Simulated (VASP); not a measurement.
# BN (P6_3mc) in VASP: notebook

BN is run at these levels: PBEsol+D3(BJ), PBEsol+D4; tasks: single point.

Program: VASP 6.6.1. These are calculated values, not measurements. Logs are shortened: lines on timing, memory, paths and dates and some standing lists are left out, and cuts for length are marked.

### 1 The cell of the first run

It takes space group P6_3mc (No. 186, hexagonal). Conventional cell: a = 2.532 Å, b = 2.532 Å, c = 4.189 Å, α = 90.00°, β = 90.00°, γ = 120.00°. N (site symmetry 3m) has 4 B at 1.55 to 1.57 Å within 2.1 Å. Within 2.1 Å of B (site symmetry 3m) lie 4 N at 1.55 to 1.57 Å.

### 2 Single point, PBEsol+D3(BJ)

Contents of INCAR:

```
SYSTEM = BN
PREC = Accurate
ENCUT = 520
EDIFF = 1E-6
ISMEAR = -1
SIGMA = 0.05
LREAL = .FALSE.
LASPH = .TRUE.
NELM = 100
ALGO = Normal
ISIF = 2
LWAVE = .FALSE.
LCHARG = .FALSE.
GGA = PS
IVDW = 12
NBANDS = 16
```

Contents of KPOINTS:

```
regular mesh
0
G
  12 12 6
  0 0 0
```

Contents of POSCAR:

```
BN
1.0
    2.5321574342      0.0000000000      0.0000000000
   -1.2660787171      2.1929126644      0.0000000000
    0.0000000000      0.0000000000      4.1889592993
N B
2 2
Direct
    0.3333333333      0.6666666667      0.1253106085
    0.6666666667      0.3333333333      0.6253106085
    0.3333333333      0.6666666667      0.4996893915
    0.6666666667      0.3333333333      0.9996893915
```

Potentials or basis: VASP PAW PBE potentials, release 64 (N, B).

Run with:

```
$ cat potpaw_PBE.64/N/POTCAR potpaw_PBE.64/B/POTCAR > POTCAR
$ mpirun -np 1 vasp_std > vasp.out
```

OUTCAR:

```text
SYSTEM = BN
   PREC = Accurate
   ENCUT = 520
   EDIFF = 1E-6
   ISMEAR = -1
   LREAL = .FALSE.
   LASPH = .TRUE.
   NELM = 100
   ISIF = 2
   GGA = PS
   IVDW = 12
 IVDW          = 12

 ion  position               nearest neighbor table
   1  0.333  0.667  0.125-   4 1.55   4 1.55   4 1.55   3 1.57
   2  0.667  0.333  0.625-   3 1.55   3 1.55   3 1.55   4 1.57
   3  0.333  0.667  0.500-   2 1.55   2 1.55   2 1.55   1 1.57
   4  0.667  0.333  1.000-   1 1.55   1 1.55   1 1.55   2 1.57

  LATTYP: Found a hexagonal cell.
 ALAT       =     2.5321574342
 C/A-ratio  =     1.6543044452

  Lattice vectors:

 A1 = (   2.5321574342,   0.0000000000,   0.0000000000)
 A2 = (  -1.2660787171,   2.1929126644,   0.0000000000)
 A3 = (   0.0000000000,   0.0000000000,   4.1889592993)

Analysis of symmetry for initial positions (statically):
=====================================================================
 Subroutine PRICEL returns:
 Original cell was already a primitive cell.

 Routine SETGRP: Setting up the symmetry group for a
 hexagonal supercell.

 Subroutine GETGRP returns: Found 12 space group operations
 (whereof  6 operations were pure point group operations)
 out of a pool of 24 trial point group operations.

The static configuration has the point symmetry C_3v.
 The point group associated with its full space group is C_6v.

Analysis of symmetry for dynamics (positions and initial velocities):
=====================================================================
 Subroutine PRICEL returns:
 Original cell was already a primitive cell.

 Routine SETGRP: Setting up the symmetry group for a
 hexagonal supercell.

 Subroutine GETGRP returns: Found 12 space group operations
 (whereof  6 operations were pure point group operations)
 out of a pool of 24 trial point group operations.

The dynamic configuration has the point symmetry C_3v.
 The point group associated with its full space group is C_6v.

 Subroutine INISYM returns: Found 12 space group operations
 (whereof  6 operations are pure point group operations),
 and found     1 'primitive' translations

----------------------------------------------------------------------------------------

                                     Primitive cell

  volume of cell :      23.2605

  direct lattice vectors                    reciprocal lattice vectors
     2.532157434  0.000000000  0.000000000     0.394920152  0.228007256  0.000000000
    -1.266078717  2.192912664  0.000000000     0.000000000  0.456014513  0.000000000
     0.000000000  0.000000000  4.188959299     0.000000000  0.000000000  0.238722778

  length of vectors
     2.532157434  2.532157434  4.188959299     0.456014513  0.456014513  0.238722778

  position of ions in fractional coordinates (direct lattice)
     0.333333333  0.666666667  0.125310609
     0.666666667  0.333333333  0.625310609
     0.333333333  0.666666667  0.499689391
     0.666666667  0.333333333  0.999689391

  ion indices of the primitive-cell ions
   primitive index   ion index
                 1           1
                 2           2
                 3           3
                 4           4

----------------------------------------------------------------------------------------

 KPOINTS: regular mesh

Automatic generation of k-mesh.
 Grid dimensions read from file:
 generate k-points for:   12   12    6

 Generating k-lattice:

  Cartesian coordinates                     Fractional coordinates (reciprocal lattice)
     0.032910013  0.019000605  0.000000000     0.083333333  0.000000000  0.000000000
     0.000000000  0.038001209  0.000000000     0.000000000  0.083333333  0.000000000
     0.000000000  0.000000000  0.039787130     0.000000000  0.000000000  0.166666667

  Length of vectors
     0.038001209  0.038001209  0.039787130

  Shift w.r.t. Gamma in fractional coordinates (k-lattice)
     0.000000000  0.000000000  0.000000000

 Subroutine IBZKPT returns following result:
 ===========================================

 Found     76 irreducible k-points:

 Following reciprocal coordinates:
            Coordinates               Weight
  0.000000  0.000000  0.000000      1.000000
  0.083333  0.000000  0.000000      6.000000
  0.166667  0.000000  0.000000      6.000000
  0.250000 -0.000000  0.000000      6.000000
  0.333333 -0.000000  0.000000      6.000000
  0.416667 -0.000000  0.000000      6.000000
[... 16 lines left out ...]
  0.250000 -0.000000  0.166667     12.000000
  0.333333 -0.000000  0.166667     12.000000
 [... further k-points ...]
   k-points           NKPTS =     76   k-points in BZ     NKDIM =     76   number of bands    NBANDS=     16
   number of dos      NEDOS =    301   number of ions     NIONS =      4
   total plane-waves  NPLWV =  12800
   dimension x,y,z NGX =    20 NGY =   20 NGZ =   32
   dimension x,y,z NGXF=    40 NGYF=   40 NGZF=   64
   ions per type =               2   2
   NGX,Y,Z   is equivalent  to a cutoff of  13.13, 13.13, 12.70 a.u.
   NGXF,Y,Z  is equivalent  to a cutoff of  26.26, 26.26, 25.40 a.u.
 SYSTEM =  BN
   PREC   = accura    normal or accurate (medium, high low for compatibility)
   ISTART =      0    job   : 0-new  1-cont  2-samecut
   ICHARG =      2    charge: 1-file 2-atom 10-const
   ISPIN  =      1    spin polarized calculation?
   LNONCOLLINEAR =      F non collinear calculations
   LSORBIT =      F    spin-orbit coupling
   LASPH  =      T    aspherical Exc in radial PAW
   ENCUT  =  520.0 eV  38.22 Ry    6.18 a.u.   4.71  4.71  7.79*2*pi/ulx,y,z
   NELM   =    100;   NELMIN=  2; NELMDL= -5     # of ELM steps
   EDIFF  = 0.1E-05   stopping-criterion for ELM
   LREAL  =      F    real-space projection
   EDIFFG = 0.1E-04   stopping-criterion for IOM
   NSW    =      0    number of steps for IOM
   IBRION =     -1    ionic relax: 0-MD 1-quasi-New 2-CG
   NFREE  =      0    steps in history (QN), initial steepest desc. (CG)
   ISIF   =      2    stress and relaxation
   ISYM   =      2    0-nonsym 1-usesym 2-fastsym
   POTIM  = 0.5000    time-step for ionic-motion
   TEBEG  =    0.0;   TEEND  =   0.0 temperature during run
   PSTRESS=    0.0 pullay stress
   NELECT =      16.0000    total number of electrons
   NUPDOWN=      -1.0000    fix difference up-down
   EMIN   =  10.00;   EMAX   =-10.00  energy-range for DOS
   EFERMI =   0.00;   METHOD = LEGACY
   ISMEAR =    -1;   SIGMA  =   0.05  broadening in eV -4-tet -1-fermi 0-gaus
   EFERMI_NEDOS =   21; number of points for ismear=-14 and -15
   IALGO  =     38    algorithm
   IMIX   =      4    mixing-type and parameters
     AMIX     =   0.40;   BMIX     =  1.00
     AMIX_MAG =   1.60;   BMIX_MAG =  1.00
  volume/ion in A,a.u.               =       5.82        39.24
  Fermi-wavevector in a.u.,A,eV,Ry     =   1.445136  2.730911 28.414659  2.088418
  Thomas-Fermi vector in A             =   2.563352
   LORBIT       =      0    0 simple, 1 ext, 2 COOP (PROOUT), +10 PAW based schemes
   GGA     = PS    functional components
   LHFCALC =     F    Hartree Fock is set to
   AEXX    =    0.0000 exact exchange contribution
   IVDW    =    12    specifies the selected vdW correction
   LEPSILON=     F    determine dielectric tensor
   LRPA    =     F    only Hartree local field effects (RPA)
 non-spin polarized calculation
  energy-cutoff  :      520.00
  volume of cell :       23.26
 maximum number of plane-waves:       652
 NGX is ok and might be reduce to    20
   NGX =  9   NGY =  9   NGZ = 15

 number of electron      15.9999999 magnetization

 Free energy of the ion-electron system (eV)
  ---------------------------------------------------
  ext. energy  EPLUGINS =         0.00000000
  ---------------------------------------------------
  free energy    TOTEN  =       -36.62134987 eV

  energy without entropy =      -36.62134987  energy(sigma->0) =      -36.62134987

 E-fermi :   8.6832     XC(G=0): -13.0833

 val. band max:        7.7225205557   @ k =   0.0000   0.0000   0.0000
 cond. band min:      12.6452237392   @ k =   0.3333   0.3333   0.0000
 fundamental gap:      4.9227031836
 Fermi energy:         8.6832395095

 k-point     1 :       0.0000    0.0000    0.0000
  band No.  band energies     occupation
      1     -12.8951      2.00000
      2      -8.6182      2.00000
      3      -3.4463      2.00000
      4       5.5516      2.00000
      5       5.5516      2.00000
      6       7.4304      2.00000
[... 8 lines left out ...]
     15      19.6908      0.00000
     16      23.9913      0.00000

 k-point     2 :       0.0833    0.0000    0.0000
  band No.  band energies     occupation
      1     -12.7411      2.00000
      2      -8.4991      2.00000
      3      -3.2941      2.00000
      4       4.8469      2.00000
      5       5.2600      2.00000
      6       7.1402      2.00000
[... 8 lines left out ...]
     15      20.1419      0.00000
     16      23.7487      0.00000

 k-point     3 :       0.1667    0.0000    0.0000
  band No.  band energies     occupation
      1     -12.2838      2.00000
      2      -8.1582      2.00000
      3      -2.8429      2.00000
      4       3.1516      2.00000
      5       4.5777      2.00000
      6       5.7104      2.00000
[... 8 lines left out ...]
     15      21.3142      0.00000
     16      23.0316      0.00000

 k-point     4 :       0.2500   -0.0000    0.0000
  band No.  band energies     occupation
      1     -11.5396      2.00000
      2      -7.6579      2.00000
      3      -2.1140      2.00000
      4       1.1422      2.00000
      5       3.8166      2.00000
      6       3.9180      2.00000
[... 8 lines left out ...]
     15      22.8290      0.00000
     16      23.2460      0.00000
[... 324 lines left out ...]
 k-point    22 :       0.1667    0.0000    0.1667
  band No.  band energies     occupation
      1     -12.1177      2.00000
      2      -8.7159      2.00000
      3      -2.0158      2.00000
      4       3.2983      2.00000
      5       4.7121      2.00000
      6       5.2625      2.00000
[... 8 lines left out ...]
     15      20.9901      0.00000
     16      23.0846      0.00000

 k-point    23 :       0.2500   -0.0000    0.1667
  band No.  band energies     occupation
      1     -11.3783      2.00000
      2      -8.1546      2.00000
      3      -1.4338      2.00000
      4       1.3610      2.00000
      5       3.4730      2.00000
      6       3.9585      2.00000
[... 8 lines left out ...]
     15      22.4842      0.00000
     16      23.3571      0.00000

 k-point    24 :       0.3333   -0.0000    0.1667
  band No.  band energies     occupation
      1     -10.3970      2.00000
      2      -7.5477      2.00000
      3      -1.2799      2.00000
      4       0.1953      2.00000
      5       1.6563      2.00000
      6       3.3242      2.00000
[... 8 lines left out ...]
     15      23.8998      0.00000
     16      24.1837      0.00000

 [... further k-points ...]

------------------------ aborting loop because EDIFF is reached ----------------------------------------

 Edisp (eV)   -0.58472

 E8    (eV) :    -0.2897

  FORCE on cell =-STRESS in cart. coord.  units (eV):
  Direction    XX          YY          ZZ          XY          YZ          ZX
  --------------------------------------------------------------------------------------
  -------------------------------------------------------------------------------------
  Total       0.09693     0.09693     0.08825    -0.00000     0.00000    -0.00000
  in kB       6.67631     6.67631     6.07854    -0.00000     0.00000    -0.00000
  external pressure =        6.48 kB  Pullay stress =        0.00 kB

 VOLUME and BASIS-vectors are now :
 -----------------------------------------------------------------------------
  energy-cutoff  :      520.00
  volume of cell :       23.26
      direct lattice vectors                 reciprocal lattice vectors
     2.532157434  0.000000000  0.000000000     0.394920152  0.228007256  0.000000000
    -1.266078717  2.192912664  0.000000000     0.000000000  0.456014513  0.000000000
     0.000000000  0.000000000  4.188959299     0.000000000  0.000000000  0.238722778

 POSITION                                       TOTAL-FORCE (eV/Angst)
 -----------------------------------------------------------------------------------
     -0.00000      1.46194      0.52492        -0.000000      0.000000      0.002727
      1.26608      0.73097      2.61940         0.000000     -0.000000      0.002727
     -0.00000      1.46194      2.09318         0.000000      0.000000     -0.002727
      1.26608      0.73097      4.18766         0.000000      0.000000     -0.002727
 -----------------------------------------------------------------------------------
    total drift:                               -0.000000      0.000000      0.000487

  FREE ENERGIE OF THE ION-ELECTRON SYSTEM (eV)
  ---------------------------------------------------
  free  energy   TOTEN  =       -37.2060675597 eV

  energy  without entropy=      -37.2060675597  energy(sigma->0) =      -37.20606756
```

Wall time 42 s (1 thread of Intel Xeon Platinum 8488C (Sapphire Rapids), shared host); peak memory 0.16 GiB.

What came out:

```
Free energy                : -37.2061 eV
Pressure                   : 0.6 GPa
Band gap on the k mesh     : 4.92 eV, indirect (least direct gap 8.27 eV)
Dispersion energy per atom : -0.146 eV
```

Forces in eV/Å, atoms in the order of the input:
```
N    0.000  0.000  0.003
N    0.000  0.000  0.003
B    0.000  0.000 -0.003
B    0.000  0.000 -0.003
```

Levels at points of the mesh, in eV from the valence-band top:
| k point | band 6 | band 7 | band 8 | band 9 | band 10 | band 11 |
| --- | --- | --- | --- | --- | --- | --- |
| (0.00, 0.00, 0.00) | -0.29 | 0.00 | 0.00 | 8.37 | 8.37 | 8.63 |
| (0.50, 0.00, 0.00) | -5.10 | -4.57 | -2.16 | 6.61 | 7.85 | 10.60 |
| (0.00, 0.00, 0.50) | -1.20 | -1.20 | -1.20 | 9.57 | 9.57 | 9.95 |
| (0.50, 0.00, 0.50) | -3.86 | -3.65 | -3.65 | 6.49 | 6.49 | 10.04 |

Caveat: the PAW data sets were made with another functional, which shifts forces and pressure a little. A k mesh can miss the band edges.

### 3 Single point, PBEsol+D4

This run uses another cell than the first one, of 5.83 Å³/atom, 1.002 times its volume.

Contents of INCAR:

```
PREC = Accurate ; ENCUT = 520
EDIFF = 1E-6 ; ISMEAR = -1
SIGMA = 0.05 ; LREAL = F
LASPH = T ; NELM = 100
ALGO = Normal ; ISIF = 2
LWAVE = F ; LCHARG = F
GGA = PS ; IVDW = 13
NBANDS = 16
```

Contents of KPOINTS:

```
regular mesh
0
Gamma
  12 12 6
```

Contents of POSCAR:

```
BN
1.0
    2.5339101997      0.0000000000      0.0000000000
   -1.2669550999      2.1944306038      0.0000000000
    0.0000000000      0.0000000000      4.1917665795
N B
2 2
Direct
    0.3333333333      0.6666666667      0.1252998607
    0.6666666667      0.3333333333      0.6252998607
    0.3333333333      0.6666666667      0.4997001393
    0.6666666667      0.3333333333      0.9997001393
```

Potentials or basis: VASP PAW PBE potentials, release 64 (N, B).

Run with:

```
$ cat potpaw_PBE.64/N/POTCAR potpaw_PBE.64/B/POTCAR > POTCAR
$ mpirun -np 1 vasp_std > vasp.out
```

OUTCAR:

```text
PREC = Accurate
   ENCUT = 520
   EDIFF = 1E-6
   ISMEAR = -1
   LREAL = F
   LASPH = T
   NELM = 100
   ISIF = 2
   GGA = PS
   IVDW = 13

 ion  position               nearest neighbor table
   1  0.333  0.667  0.125-   4 1.55   4 1.55   4 1.55   3 1.57
   2  0.667  0.333  0.625-   3 1.55   3 1.55   3 1.55   4 1.57
   3  0.333  0.667  0.500-   2 1.55   2 1.55   2 1.55   1 1.57
   4  0.667  0.333  1.000-   1 1.55   1 1.55   1 1.55   2 1.57

  LATTYP: Found a hexagonal cell.
 ALAT       =     2.5339101997
[... 658 lines left out ...]

  FORCE on cell =-STRESS in cart. coord.  units (eV):
  Direction    XX          YY          ZZ          XY          YZ          ZX
  --------------------------------------------------------------------------------------
  -------------------------------------------------------------------------------------
  Total       0.09570     0.09570     0.08699    -0.00000     0.00000     0.00000
  in kB       6.57800     6.57800     5.97990    -0.00000     0.00000     0.00000
  external pressure =        6.38 kB  Pullay stress =        0.00 kB

 VOLUME and BASIS-vectors are now :
 -----------------------------------------------------------------------------
  energy-cutoff  :      520.00
  volume of cell :       23.31
      direct lattice vectors                 reciprocal lattice vectors
     2.533910200  0.000000000  0.000000000     0.394646977  0.227849538  0.000000000
    -1.266955100  2.194430604  0.000000000     0.000000000  0.455699077  0.000000000
     0.000000000  0.000000000  4.191766580     0.000000000  0.000000000  0.238562902

 POSITION                                       TOTAL-FORCE (eV/Angst)
 -----------------------------------------------------------------------------------
     -0.00000      1.46295      0.52523        -0.000000      0.000000      0.003276
      1.26696      0.73148      2.62111         0.000000     -0.000000      0.003276
     -0.00000      1.46295      2.09463         0.000000     -0.000000     -0.003276
      1.26696      0.73148      4.19051         0.000000     -0.000000     -0.003276
 -----------------------------------------------------------------------------------
    total drift:                               -0.000000      0.000000      0.000479

  FREE ENERGIE OF THE ION-ELECTRON SYSTEM (eV)
  ---------------------------------------------------
  free  energy   TOTEN  =       -37.1611197870 eV

  energy  without entropy=      -37.1611197870  energy(sigma->0) =      -37.16111979
```

stdout:

```text
POSCAR found type information on POSCAR N B
 POSCAR found :  2 types and       4 ions
 scaLAPACK will be used
 -----------------------------------------------------------------------------
|                                                                             |
|                                                                             |
|     You enforced a specific xc type in the INCAR file but a different       |
|     I HOPE YOU KNOW WHAT YOU ARE DOING!                                     |
|                                                                             |
 -----------------------------------------------------------------------------

 LDA part: xc-table for (Slater+PW92), standard interpolation
 POSCAR, INCAR and KPOINTS ok, starting setup
 FFT: planning ... GRIDC
 FFT: planning ... GRID_SOFT
 FFT: planning ... GRID
 WAVECAR not read
 entering main loop
```

It took 47 s on 1 thread of Intel Xeon Platinum 8488C (Sapphire Rapids), shared host; peak memory 0.14 GiB.

What came out:

```yaml
Free_energy: -37.1611 eV
Pressure: 0.6 GPa
Largest_force: 0.003 eV/Å
Band_gap_on_the_k_mesh: 4.93 eV, indirect (least direct gap 8.26 eV)
Dispersion_energy_per_atom: -0.135 eV
```

Forces in eV/Å, atoms in the order of the input:
```
N    0.000  0.000  0.003
N    0.000  0.000  0.003
B    0.000  0.000 -0.003
B    0.000  0.000 -0.003
```

Caveat: the PAW data sets were made with another functional, which shifts forces and pressure a little. A k mesh can miss the band edges.
